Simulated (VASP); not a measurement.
MgCdTe3:

```
Mg Cd Te
1.0
     3.46961    2.00318    3.81258
    -3.46961    2.00318    3.81258
     0.00000   -4.00636    3.81258
Mg Cd Te
1 1 3
Cartesian
  0.0000 0.0000 0.0000
  0.0000 0.0000 5.7189
  0.0000 2.0032 3.8126
  -1.7348 -1.0016 3.8126
  1.7348 -1.0016 3.8126
```

| Property | Result |
| --- | --- |
| Program | VASP 6.6.1 |
| Task | relaxation of cell and atoms |
| Functional | PBE |
| Potentials or basis | VASP PAW PBE potentials, release 64 (Mg, Cd, Te) |
| Cutoff | 600 eV |
| k mesh | 3 × 3 × 3 |
| Occupations | gaussian, width 0.1 eV |
| Spin | no spin polarisation |

At the start: pressure 4.7 GPa; volume 31.80 Å³/atom.

**Question.** Where does the relaxation end?

**Answer.** Over 7 steps the energy falls by 159.0 meV/atom and the volume is 36.02 Å³/atom (+13.3 %); space group R-3m (No. 166, to 0.05 Å).

The path:
```
step  energy change (eV)  largest force (eV/Å)  pressure (GPa)  volume (Å³)
   1              0.0000                0.0000            4.70       158.99
   2             -0.5305                0.0000           -0.78       181.14
   3             -0.5405                0.0000           -1.89       188.63
   4             -0.7574                0.0000           -1.07       184.99
   5             -0.7910                0.0000           -0.48       182.99
   6             -0.7914                0.0000           -0.41       182.79
   7             -0.7952                0.0000            0.02       180.11
```

Final structure:
```cif
data_structure
_symmetry_space_group_name_H-M 'P 1'
_symmetry_Int_Tables_number 1
_cell_length_a 5.9952
_cell_length_b 5.9952
_cell_length_c 5.9952
_cell_angle_alpha 68.639
_cell_angle_beta 68.639
_cell_angle_gamma 68.639
_cell_volume 180.11
loop_
_atom_site_label
_atom_site_type_symbol
_atom_site_fract_x
_atom_site_fract_y
_atom_site_fract_z
_atom_site_occupancy
Mg1 Mg 0.00000 0.00000 0.00000 1
Cd1 Cd 0.50000 0.50000 0.50000 1
Te1 Te 0.50000 0.50000 0.00000 1
Te2 Te 0.00000 0.50000 0.50000 1
Te3 Te 0.50000 0.00000 0.50000 1
```

Caveat: the k points lie up to 0.39 Å⁻¹ apart in the final cell.
